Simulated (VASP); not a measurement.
A run of VASP 6.6.1 is set up as follows.

File INCAR:

```
SYSTEM = TiAl3
ALGO = All
EDIFF = 1E-6
ENCUT = 550
GGA = PS
GGA_COMPAT = .FALSE.
ISEARCH = 1
ISIF = 2
ISMEAR = 0
KPAR = 4
LASPH = .TRUE.
LCHARG = .FALSE.
LREAL = .FALSE.
LWAVE = .FALSE.
NBANDS = 31
NELM = 300
PREC = Accurate
SIGMA = 0.15
```

The input KPOINTS:

```
k-points
0
G
  10 8 8
  0 0 0
```

The input POSCAR:

```
TiAl3
1.0
   -3.9479576782      0.0000000000      0.0000000000
    0.0000000000      3.9479576782      3.9479576782
    0.0000000000      3.9479576782     -3.9479576782
Ti Al
2 6
Direct
    0.0000000000     -0.0067883200     -0.0067883200
    0.0000000000      0.5067883200      0.5067883200
    0.5000000000      0.7314587678      0.7685412322
    0.5000000000      0.2685412322      0.2314587678
    0.5000000000      0.7314587678      0.2314587678
    0.5000000000      0.2685412322      0.7685412322
    1.0000000000      0.4954009883      0.0045990117
    1.0000000000      0.0045990117      0.4954009883
```

Potentials or basis: VASP PAW PBE potentials, release 64 (Ti_sv, Al).

Run with:

```bash
$ cat potpaw_PBE.64/Ti_sv/POTCAR potpaw_PBE.64/Al/POTCAR > POTCAR
$ mpirun -np 4 vasp_std > vasp.out
```

(1) What does it give for the largest force?

(2) Predict the band gap on the k mesh.

Results:

(1) 1.413 eV/Å.

(2) zero (bands 21 and 22 overlap by 0.63 eV).

Caveat: the cell differs from its parent crystal (atoms displaced along several vibrational modes); the PAW data sets were made with another functional, which shifts forces and pressure a little.
